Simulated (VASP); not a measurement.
# HfN (Fm-3m) in VASP: a series of runs, part 2 of 2

VASP 6.6.1. The steps go on from the part before.

## (3) Single point, PBE (volume scaled by 0.94)

INCAR

```
  PREC = Accurate
  ENCUT = 600
  EDIFF = 1E-6
  ISMEAR = -1
  SIGMA = 0.03
  LREAL = F
  LASPH = T
  NELM = 120
  ALGO = Normal
  ISIF = 2
  LWAVE = F
  LCHARG = F
  GGA = PE
  NBANDS = 14
  GGA_COMPAT = F
```

KPOINTS

```
Automatic mesh
0
Gamma
  10 10 10
```

POSCAR

```
HfN
1.0
    0.0000000000      2.2128850196      2.2128850196
    2.2128850196      0.0000000000      2.2128850196
    2.2128850196      2.2128850196      0.0000000000
Hf N
1 1
Direct
    0.0000000000      0.0000000000      0.0000000000
    0.5000000000      0.5000000000      0.5000000000
```

Potentials or basis: VASP PAW PBE potentials, release 64 (Hf_pv, N).

The run is started by

```sh
$ cat potpaw_PBE.64/Hf_pv/POTCAR potpaw_PBE.64/N/POTCAR > POTCAR
$ mpirun -np 1 vasp_std > vasp.out
```

OUTCAR:

```text
PREC = Accurate
   ENCUT = 600
   EDIFF = 1E-6
   ISMEAR = -1
   LREAL = F
   LASPH = T
   NELM = 120
   ISIF = 2
   GGA = PE

 ion  position               nearest neighbor table
   1  0.000  0.000  0.000-   2 2.21   2 2.21   2 2.21   2 2.21   2 2.21   2 2.21
   2  0.500  0.500  0.500-   1 2.21   1 2.21   1 2.21   1 2.21   1 2.21   1 2.21

  LATTYP: Found a face centered cubic cell.
 ALAT       =     4.4257700392

  Lattice vectors:

 A1 = (   0.0000000000,   2.2128850196,   2.2128850196)
[... 584 lines left out ...]
      8       6.3206      2.00000
      9      13.3752      0.00000
     10      13.9629      0.00000
     11      14.1093      0.00000
     12      14.3574      0.00000
     13      18.8190      0.00000
     14      21.1069      0.00000

 [... further k-points ...]
[... 5 lines left out ...]
  --------------------------------------------------------------------------------------
  -------------------------------------------------------------------------------------
  Total        3.1065271      3.1065271      3.1065271      0.0000000      0.0000000      0.0000000
  in kB      229.6567362    229.6567362    229.6567362      0.0000000      0.0000000      0.0000000
  external PRESSURE =     229.6567362 kB  Pullay stress =       0.0000000 kB

 VOLUME and BASIS-vectors are now :
 -----------------------------------------------------------------------------
  energy-cutoff  :      600.00
  volume of cell :       21.67
      direct lattice vectors                 reciprocal lattice vectors
     0.000000000  2.212885020  2.212885020    -0.225949381  0.225949381  0.225949381
     2.212885020  0.000000000  2.212885020     0.225949381 -0.225949381  0.225949381
     2.212885020  2.212885020  0.000000000     0.225949381  0.225949381 -0.225949381

 POSITION                                       TOTAL-FORCE (eV/Angst)
 -----------------------------------------------------------------------------------
      0.00000      0.00000      0.00000        -0.000000     -0.000000     -0.000000
      2.21289      2.21289      2.21289         0.000000      0.000000      0.000000
 -----------------------------------------------------------------------------------
    total drift:                                0.000000      0.000000      0.000000

  FREE ENERGIE OF THE ION-ELECTRON SYSTEM (eV)
  ---------------------------------------------------
  free  energy   TOTEN  =       -21.6413060816 eV

  energy  without entropy=      -21.6387258406  energy(sigma->0) =      -21.64001596
```

OSZICAR:

```text
N       E                     dE             d eps       ncg     rms          rms(c)
DAV:   1     0.413914745572E+02    0.41391E+02   -0.86219E+03  1316   0.115E+03
DAV:   2    -0.226745155720E+02   -0.64066E+02   -0.60458E+02  1708   0.260E+02
DAV:   3    -0.246427012684E+02   -0.19682E+01   -0.19606E+01  1520   0.380E+01
DAV:   4    -0.246495819534E+02   -0.68807E-02   -0.68799E-02  1580   0.256E+00
DAV:   5    -0.246496237448E+02   -0.41791E-04   -0.41789E-04  1540   0.174E-01    0.555E+01
DAV:   6    -0.217129952219E+02    0.29366E+01   -0.79306E+00  1550   0.234E+01    0.457E+01
DAV:   7    -0.216630280540E+02    0.49967E-01   -0.48676E-01  1622   0.614E+00    0.278E+01
DAV:   8    -0.216454735827E+02    0.17554E-01   -0.70725E-02  1574   0.246E+00    0.591E+00
DAV:   9    -0.216414448538E+02    0.40287E-02   -0.11312E-02  1514   0.897E-01    0.199E+00
DAV:  10    -0.216413357668E+02    0.10909E-03   -0.97910E-04  1758   0.311E-01    0.383E-01
DAV:  11    -0.216413082097E+02    0.27557E-04   -0.72754E-05  1552   0.876E-02    0.955E-02
DAV:  12    -0.216413065758E+02    0.16339E-05   -0.61798E-06  1702   0.213E-02    0.306E-02
DAV:  13    -0.216413060816E+02    0.49413E-06   -0.22729E-07   904   0.479E-03
   1 F= -.21641306E+02 E0= -.21640016E+02  d E =-.258024E-02
```

stdout:

```text
POSCAR found type information on POSCAR HfN
 POSCAR found :  2 types and       2 ions
 scaLAPACK will be used
 LDA part: xc-table for (Slater+PW92), standard interpolation
 POSCAR, INCAR and KPOINTS ok, starting setup
 FFT: planning ... GRIDC
 FFT: planning ... GRID_SOFT
 FFT: planning ... GRID
 WAVECAR not read
 entering main loop
```

It used 37 s of CPU time on 1 thread of AMD EPYC 7R13 Processor (Zen 3) (shared host).

Results:

```
Free energy : -21.6413 eV
Pressure    : 23.0 GPa
```

Caveat: spin-orbit coupling is left out, which moves the levels of the heavy elements.

## (4) Single point, PBE (volume scaled by 0.99)

INCAR

```
SYSTEM = HfN
PREC = Accurate
ENCUT = 600
EDIFF = 1E-6
ISMEAR = -1
SIGMA = 0.03
LREAL = .FALSE.
LASPH = .TRUE.
NELM = 120
ALGO = Normal
ISIF = 2
LWAVE = .FALSE.
LCHARG = .TRUE.
GGA = PE
LELF = .TRUE.
LVHAR = .TRUE.
NBANDS = 14
GGA_COMPAT = .FALSE.
```

KPOINTS

```
regular mesh
0
G
  10 10 10
  0 0 0
```

POSCAR

```
HfN
1.0
    0.0000000000      2.2514447596      2.2514447596
    2.2514447596      0.0000000000      2.2514447596
    2.2514447596      2.2514447596      0.0000000000
Hf N
1 1
Direct
    0.0000000000      0.0000000000      0.0000000000
    0.5000000000      0.5000000000      0.5000000000
```

The run is started by

```sh
$ cat potpaw_PBE.64/Hf_pv/POTCAR potpaw_PBE.64/N/POTCAR > POTCAR
$ mpirun -np 1 vasp_std > vasp.out
```

It used 34 s of CPU time on 1 thread of AMD EPYC 7R13 Processor (Zen 3), with other jobs on the host.

Results (log left out):

| Property | Result |
| --- | --- |
| Free energy | -21.7439 eV |
| Pressure | 5.9 GPa |

Levels at points of the mesh, in eV from the Fermi level:
| k point | band 6 | band 7 | band 8 | band 9 | band 10 | band 11 |
| --- | --- | --- | --- | --- | --- | --- |
| (0.00, 0.00, 0.00) | -3.08 | -3.08 | -0.39 | -0.39 | -0.39 | 1.85 |
| (0.50, 0.00, 0.00) | -6.28 | -6.28 | 3.29 | 3.72 | 3.72 | 4.44 |
| (0.50, 0.50, 0.00) | -3.89 | -3.74 | -3.74 | 4.12 | 5.57 | 5.57 |

Caveat: spin-orbit coupling is left out, which moves the levels of the heavy elements.

## (5) Overview

| cell | gap on the mesh (eV) | pressure (GPa) |
| --- | --- | --- |
| a = 3.173 Å, angles 60.0°, 2 atoms | none | 8.9 |
| a = 3.129 Å, angles 60.0°, 2 atoms | none | 23.0 |
| a = 3.184 Å, angles 60.0°, 2 atoms | none | 5.9 |

Alike in all rows: task single point; level PBE; potentials or basis VASP PAW PBE potentials, release 64 (Hf_pv, N); no spin polarisation; k mesh 10 × 10 × 10; cutoff (eV) 600; smearing fermi-dirac 0.03 eV.

Caveats: spin-orbit coupling is left out, which moves the levels of the heavy elements.

Absolute energies hang on the potentials; compare differences alone.
